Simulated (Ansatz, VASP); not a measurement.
Two plane-wave programs on Fe

```xyz
1
Lattice="2.5171 0.0000 0.0000 -1.2585 2.1799 0.0000 0.0000 0.0000 2.4007" Properties=species:S:1:pos:R:3 pbc="T T T"
Fe    0.0000    0.0000    0.0000
```

Alike in both runs: functional r2SCAN; k mesh 9 × 9 × 8; occupations gaussian, width 0.1 eV; collinear spin.

Ansatz relaxed the structure, and its values are those at the end. VASP's run is a single point on that final structure, the one shown.

```csv
,VASP,Ansatz
version,VASP 6.6.1,Ansatz 0.2.0
potentials or method,"VASP PAW PBE potentials, release 64 (Fe), cutoff 520 eV","scalar-relativistic, plane waves, PAW"
valence electrons in the cell,8,16
```

VASP gave:

- gap on the k mesh at the Fermi level (eV): none
- pressure (GPa): -0.4
- net moment per atom (μB): 2.91
- size of the moment on the site where the two differ most (μB): 2.95

Question: What did Ansatz give for the same quantities?

Answer: gap on the k mesh at the Fermi level (eV): none; pressure (GPa): 0.0; net moment per atom (μB): 2.92; size of the moment on the site where the two differ most (μB): 2.97.

VASP's potentials were made for PBE, not for r2SCAN. Site moments also hang on the region over which each program counts them. A gap of «none» marks a metal or a gap that the smearing closes. VASP's potentials hold 8 valence electrons a cell and Ansatz's 16, so a difference there can come from the potentials and not from the codes.
